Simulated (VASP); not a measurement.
The system is InGaSe.

```
In Ga Se
1.0
     4.08402    0.00000    0.00000
     0.00000    4.08402    0.00000
     0.00000    0.00000    4.99873
In Ga Se
1 1 1
Direct
  0.00000 0.00000 0.00000
  0.50000 0.50000 0.00000
  0.50000 0.50000 0.50000
```

| Item | Value |
| --- | --- |
| Program | VASP 6.6.1 |
| Task | relaxation of cell and atoms |
| Functional | PBE |
| Potentials or basis | VASP PAW PBE potentials, release 64 (In_d, Ga_d, Se) |
| Cutoff | 600 eV |
| k mesh | 12 × 12 × 10 |
| Occupations | gaussian, width 0.1 eV |
| Spin | no spin polarisation |

At the start: pressure 0.3 GPa; volume 27.79 Å³/atom.

Q: How do energy, volume and symmetry change on relaxing?

A: Over 9 steps the energy falls by 5.6 meV/atom and the volume is 29.07 Å³/atom (+4.6 %); space group P4/mmm (No. 123, to 0.05 Å).

The path:
```tsv
step	energy change (eV)	largest force (eV/Å)	pressure (GPa)	volume (Å³)
1	0.0000	0.0000	0.32	83.37
2	-0.0087	0.0000	0.54	84.04
3	-0.0108	0.0000	0.86	84.92
4	-0.0115	0.0000	0.78	84.62
5	-0.0165	0.0000	0.24	86.47
6	-0.0169	0.0000	0.00	87.31
7	-0.0169	0.0000	0.09	87.18
8	-0.0169	0.0000	0.03	87.25
9	-0.0169	0.0000	0.01	87.20
```

Final structure:
```
In Ga Se
1.0
     4.19521    0.00000    0.00000
     0.00000    4.19521    0.00000
     0.00000    0.00000    4.95438
In Ga Se
1 1 1
Direct
  0.00000 0.00000 0.00000
  0.50000 0.50000 0.00000
  0.50000 0.50000 0.50000
```
